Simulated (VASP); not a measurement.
# Ge (Fd-3m) in VASP: density of states with PBE

Aim: the density of states of Ge with PBE.

Everything below comes from runs of VASP 6.6.1. Logs are shortened: lines on timing, memory, paths and dates and some standing lists are left out, and cuts for length are marked.

### 1 The cell of the first run

Symmetry: Fd-3m, No. 227, cubic system. The conventional cell has a = 5.761 Å, b = 5.761 Å, c = 5.761 Å, α = 90.00°, β = 90.00°, γ = 90.00°. Ge (site symmetry -43m) has 4 Ge at 2.49 Å within 3.3 Å.

### 2 Density of states, PBE

Input file POSCAR:

```
Ge
1.0
    0.0000000000      2.8805364532      2.8805364532
    2.8805364532      0.0000000000      2.8805364532
    2.8805364532      2.8805364532      0.0000000000
Ge
2
Direct
    0.0000000000      0.0000000000      0.0000000000
    0.2500000000      0.2500000000      0.2500000000
```

Input file INCAR.step1:

```
SYSTEM = Ge
PREC = Accurate
ENCUT = 520
EDIFF = 1E-6
ISMEAR = 0
SIGMA = 0.1
LREAL = .False.
LASPH = .True.
NELM = 60
ALGO = Normal
ISIF = 2
LWAVE = .False.
LCHARG = .True.
GGA = PE
NBANDS = 21
```

Input file KPOINTS.step1:

```
Automatic mesh
0
Gamma
  14 14 14
  0 0 0
```

Input file INCAR.step2:

```
SYSTEM = Ge
PREC = Accurate
ENCUT = 520
EDIFF = 1E-6
ISMEAR = -5
SIGMA = 0.1
LREAL = .False.
LASPH = .True.
NELM = 60
ALGO = Normal
ISIF = 2
LWAVE = .False.
LCHARG = .False.
GGA = PE
LORBIT = 11
NEDOS = 2001
ICHARG = 11
```

Input file KPOINTS.step2:

```
Automatic mesh
0
Gamma
  21 21 21
  0 0 0
```

Potentials or basis: VASP PAW PBE potentials, release 64 (Ge_d).

Started as:

```
$ cat potpaw_PBE.64/Ge_d/POTCAR > POTCAR
$ cp INCAR.step1 INCAR
$ cp KPOINTS.step1 KPOINTS
$ mpirun -np 1 vasp_std > vasp.out
$ cp INCAR.step2 INCAR
$ cp KPOINTS.step2 KPOINTS
$ mpirun -np 1 vasp_std > vasp.out
```

OUTCAR:

```text
SYSTEM = Ge
   PREC = Accurate
   ENCUT = 520
   EDIFF = 1E-6
   ISMEAR = -5
   LREAL = .False.
   LASPH = .True.
   NELM = 60
   ISIF = 2
   GGA = PE
   LORBIT = 11
   ICHARG = 11

 ion  position               nearest neighbor table
   1  0.000  0.000  0.000-   2 2.49   2 2.49   2 2.49   2 2.49
   2  0.250  0.250  0.250-   1 2.49   1 2.49   1 2.49   1 2.49

  LATTYP: Found a face centered cubic cell.
 ALAT       =     5.7610729064

  Lattice vectors:

 A1 = (   0.0000000000,   2.8805364532,   2.8805364532)
 A2 = (   2.8805364532,   0.0000000000,   2.8805364532)
 A3 = (   2.8805364532,   2.8805364532,   0.0000000000)

Analysis of symmetry for initial positions (statically):
=====================================================================
 Subroutine PRICEL returns:
 Original cell was already a primitive cell.

 Routine SETGRP: Setting up the symmetry group for a
 face centered cubic supercell.

 Subroutine GETGRP returns: Found 48 space group operations
 (whereof 24 operations were pure point group operations)
 out of a pool of 48 trial point group operations.

The static configuration has the point symmetry T_d .
 The point group associated with its full space group is O_h .

Analysis of symmetry for dynamics (positions and initial velocities):
=====================================================================
 Subroutine PRICEL returns:
 Original cell was already a primitive cell.

 Routine SETGRP: Setting up the symmetry group for a
 face centered cubic supercell.

 Subroutine GETGRP returns: Found 48 space group operations
 (whereof 24 operations were pure point group operations)
 out of a pool of 48 trial point group operations.

The dynamic configuration has the point symmetry T_d .
 The point group associated with its full space group is O_h .

 Subroutine INISYM returns: Found 48 space group operations
 (whereof 24 operations are pure point group operations),
 and found     1 'primitive' translations

----------------------------------------------------------------------------------------

                                     Primitive cell

  volume of cell :      47.8024

  direct lattice vectors                    reciprocal lattice vectors
     0.000000000  2.880536453  2.880536453    -0.173578779  0.173578779  0.173578779
     2.880536453  0.000000000  2.880536453     0.173578779 -0.173578779  0.173578779
     2.880536453  2.880536453  0.000000000     0.173578779  0.173578779 -0.173578779

  length of vectors
[... 83 lines left out ...]
   NELM   =     60;   NELMIN=  2; NELMDL=  0     # of ELM steps
   EDIFF  = 0.1E-05   stopping-criterion for ELM
   LREAL  =      F    real-space projection
[... 7 lines left out ...]
   TEBEG  =    0.0;   TEEND  =   0.0 temperature during run
   PSTRESS=    0.0 pullay stress
   NELECT =      28.0000    total number of electrons
   NUPDOWN=      -1.0000    fix difference up-down
   EMIN   =  10.00;   EMAX   =-10.00  energy-range for DOS
   EFERMI =   0.00;   METHOD = LEGACY
   ISMEAR =    -5;   SIGMA  =   0.10  broadening in eV -4-tet -1-fermi 0-gaus
   EFERMI_NEDOS =   21; number of points for ismear=-14 and -15
   IALGO  =     38    algorithm
   IMIX   =      4    mixing-type and parameters
     AMIX     =   0.40;   BMIX     =  1.00
     AMIX_MAG =   1.60;   BMIX_MAG =  1.00
  volume/ion in A,a.u.               =      23.90       161.29
  Fermi-wavevector in a.u.,A,eV,Ry     =   1.369759  2.588469 25.527788  1.876239
  Thomas-Fermi vector in A             =   2.495606
   LORBIT       =     11    0 simple, 1 ext, 2 COOP (PROOUT), +10 PAW based schemes
   GGA     = PE    functional components
   LHFCALC =     F    Hartree Fock is set to
   AEXX    =    0.0000 exact exchange contribution
   IVDW    =     0    specifies the selected vdW correction
   LEPSILON=     F    determine dielectric tensor
   LRPA    =     F    only Hartree local field effects (RPA)
 non-spin polarized calculation
 Fermi weights with tetrahedron method with Bloechl corrections
  energy-cutoff  :      520.00
  volume of cell :       47.80
 maximum number of plane-waves:      1308

 number of electron      27.9999979 magnetization

 Free energy of the ion-electron system (eV)
  ---------------------------------------------------
  ext. energy  EPLUGINS =         0.00000000
  ---------------------------------------------------
  free energy    TOTEN  =        -9.03863259 eV

  energy without entropy =       -9.03863259  energy(sigma->0) =       -9.03863259

 E-fermi :   4.4750     XC(G=0):  -9.6703

 val. band max:        4.4744895908   @ k =   0.0000   0.0000   0.0000
 cond. band min:       4.4744896285   @ k =   0.0000   0.0000   0.0000
 fundamental gap:      0.0000000377
 Fermi energy:         4.4749973173

 k-point     1 :       0.0000    0.0000    0.0000
  band No.  band energies     occupation
      1     -20.2684      2.00000
      2     -20.2684      2.00000
      3     -20.2684      2.00000
      4     -20.2359      2.00000
      5     -20.2359      2.00000
      6     -20.0534      2.00000
[... 481 lines left out ...]
      5     -20.1981      2.00000
      6     -20.0880      2.00000
[... 10 lines left out ...]
     17       8.2566      0.00000
     18      11.6486      0.00000

 [... further k-points ...]

------------------------ aborting loop because EDIFF is reached ----------------------------------------

  FORCE on cell =-STRESS in cart. coord.  units (eV):
  Direction    XX          YY          ZZ          XY          YZ          ZX
  --------------------------------------------------------------------------------------
  -------------------------------------------------------------------------------------
  Total       -0.0957361     -0.0957361     -0.0957361      0.0000000      0.0000000     -0.0000000
  in kB       -3.2087508     -3.2087508     -3.2087508      0.0000000      0.0000000     -0.0000000
  external PRESSURE =      -3.2087508 kB  Pullay stress =       0.0000000 kB

 VOLUME and BASIS-vectors are now :
 -----------------------------------------------------------------------------
  energy-cutoff  :      520.00
  volume of cell :       47.80
      direct lattice vectors                 reciprocal lattice vectors
     0.000000000  2.880536453  2.880536453    -0.173578779  0.173578779  0.173578779
     2.880536453  0.000000000  2.880536453     0.173578779 -0.173578779  0.173578779
     2.880536453  2.880536453  0.000000000     0.173578779  0.173578779 -0.173578779

 POSITION                                       TOTAL-FORCE (eV/Angst)
 -----------------------------------------------------------------------------------
      0.00000      0.00000      0.00000         0.000000      0.000000      0.000000
      1.44027      1.44027      1.44027        -0.000000     -0.000000     -0.000000
 -----------------------------------------------------------------------------------
    total drift:                                0.000000      0.000000      0.000000

  FREE ENERGIE OF THE ION-ELECTRON SYSTEM (eV)
  ---------------------------------------------------
  free  energy   TOTEN  =        -9.0386325855 eV

  energy  without entropy=       -9.0386325855  energy(sigma->0) =       -9.03863259

 total charge

# of ion       s       p       d       tot
------------------------------------------
    1        1.136   1.209  10.016  12.361
    2        1.136   1.209  10.016  12.361
--------------------------------------------------
tot          2.272   2.417  20.031  24.721
```

OUTCAR.step1:

```text
SYSTEM = Ge
   PREC = Accurate
   ENCUT = 520
   EDIFF = 1E-6
   ISMEAR = 0
   LREAL = .False.
   LASPH = .True.
[... 799 lines left out ...]
      0.00000      0.00000      0.00000        -0.000000     -0.000000     -0.000000
      1.44027      1.44027      1.44027         0.000000      0.000000      0.000000
 -----------------------------------------------------------------------------------
    total drift:                                0.000000      0.000000      0.000000

  FREE ENERGIE OF THE ION-ELECTRON SYSTEM (eV)
  ---------------------------------------------------
  free  energy   TOTEN  =        -9.0368884705 eV

  energy  without entropy=       -9.0364722073  energy(sigma->0) =       -9.03668034
```

It took 5.8 min on 1 thread of Intel Xeon 6975P-C, shared host; peak memory 0.31 GiB.

Results:

| Property | Result |
| --- | --- |
| Valence electrons inside the program's atomic spheres | Ge 12.36 |

Caveat: tetrahedron occupations give inexact forces and stress in metals.
